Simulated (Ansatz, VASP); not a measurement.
**One calculation of Mo, two programs**

Contents of INCAR:

```
ALGO     = Normal         # electronic algorithm
EDIFF    = 1E-6           # SCF threshold, eV
ENCUT    = 520            # plane-wave cutoff, eV
GGA      = PE             # functional
ISIF     = 2              # what is computed and relaxed
ISMEAR   = -1             # smearing method
LASPH    = T              # aspherical terms in the spheres
LCHARG   = F              # write CHGCAR
LREAL    = F              # projectors in reciprocal space
LWAVE    = F              # write WAVECAR
NBANDS   = 13             # bands
NELM     = 60             # most SCF steps
PREC     = Accurate       # precision mode
SIGMA    = 0.08           # smearing width, eV
```

The input KPOINTS:

```
k-points
0
Gamma
  18 18 16
```

POSCAR

```
Mo
1.0
    2.2547793390      0.0000000000      0.0000000000
   -1.1273896695      1.9526961875      0.0000000000
    0.0000000000      0.0000000000      2.0983778907
Mo
1
Direct
    0.0000000000      0.0000000000      0.0000000000
```

Input for Ansatz:

```yaml
crystal:
  lattice:
    - [2.254779339, 0.0, 0.0]
    - [-1.1273896695, 1.9526961875, 0.0]
    - [0.0, 0.0, 2.0983778907]
  atoms:
    - { symbol: Mo, position: [0.0, 0.0, 0.0] }
kpoints:
  mp_grid: { grid: [18, 18, 16] }
scf:
  occupations: { method: fermi_dirac, width: 0.08 }
hamiltonian:
  xc: pbe
  pseudopotentials: { kind: paw }
output:
  forces: true
  stress: true
  eigenvalues: true
  populations: true
  write_density: true
  write_potential: true
  elf: true
  volumetric_format: npy
```

Change from the starting cell: volume scaled by 0.55, PAW files.

Alike in both runs: task single point; functional PBE; k mesh 18 × 18 × 16; occupations fermi-dirac, width 0.08 eV; no spin polarisation.

|  | VASP | Ansatz |
| --- | --- | --- |
| version | VASP 6.6.1 | Ansatz 0.2.0 |
| potentials or method | VASP PAW PBE potentials, release 64 (Mo_sv) | PAW with Ansatz's default frozen-core files, scalar-relativistic |
| plane-wave cutoff (eV) | 520 | 420 |
| valence electrons in the cell | 14 | 14 |

Ansatz gave:

```
pressure (GPa)                                                : 413.4
traceless stress, the component that is largest in VASP (GPa) : 0.10
```

Which values does VASP return?

Pressure (GPa): 423.3; traceless stress, the component that is largest in VASP (GPa): 2.27.

Both programs put the cell under a high pressure, so it lies far from rest at this level.

Noted on VASP's run: the cell as given lies far from equilibrium.
